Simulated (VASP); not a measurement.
A run of VASP 6.6.1:

POSCAR

```
AlGaN2
1.0
    3.1384692168      0.0000000000      0.0000000000
    0.0000000000      3.1384692168      0.0000000000
    0.0000000000      0.0000000000      4.4227207230
Al N Ga
1 2 1
Direct
    0.0000000000      0.0000000000      0.0000000000
    0.0000000000      0.5000000000      0.2390927587
    0.5000000000      0.0000000000      0.7609072413
    0.5000000000      0.5000000000      0.5000000000
```

The input INCAR.step1:

```
SYSTEM = AlGaN2
PREC = Accurate
ENCUT = 520
ISMEAR = 0
SIGMA = 0.01
LREAL = .FALSE.
LASPH = .TRUE.
NELM = 60
NBANDS = 21
GGA = PE
ALGO = Normal
EDIFF = 1E-4
LWAVE = .TRUE.
LCHARG = .FALSE.
```

INCAR.step2

```
SYSTEM = AlGaN2
PREC = Accurate
ENCUT = 520
EDIFF = 1E-7
ISMEAR = 0
SIGMA = 0.01
LREAL = .FALSE.
LASPH = .TRUE.
NELM = 60
ALGO = Normal
ISIF = 2
LWAVE = .FALSE.
LCHARG = .FALSE.
METAGGA = R2SCAN
LMIXTAU = .TRUE.
NBANDS = 21
ISTART = 1
```

File KPOINTS:

```
Automatic mesh
0
G
  4 4 4
  0 0 0
```

Potentials or basis: VASP PAW PBE potentials, release 64 (Al, N, Ga_d).

Command:

```sh
$ cat potpaw_PBE.64/Al/POTCAR potpaw_PBE.64/N/POTCAR potpaw_PBE.64/Ga_d/POTCAR > POTCAR
$ cp INCAR.step1 INCAR
$ mpirun -np 1 vasp_std > vasp.out
$ cp INCAR.step2 INCAR
$ mpirun -np 1 vasp_std > vasp.out
```

Hardware: 1 thread of Intel(R) Xeon(R) 6975P-C (Granite Rapids) (shared host).

**Question.** How long does it take, and how much memory?

**Answer.** Run time: 27 s on 1 thread of Intel(R) Xeon(R) 6975P-C (Granite Rapids), on a shared host, peak memory 0.17 GiB. Counts: k points 18.
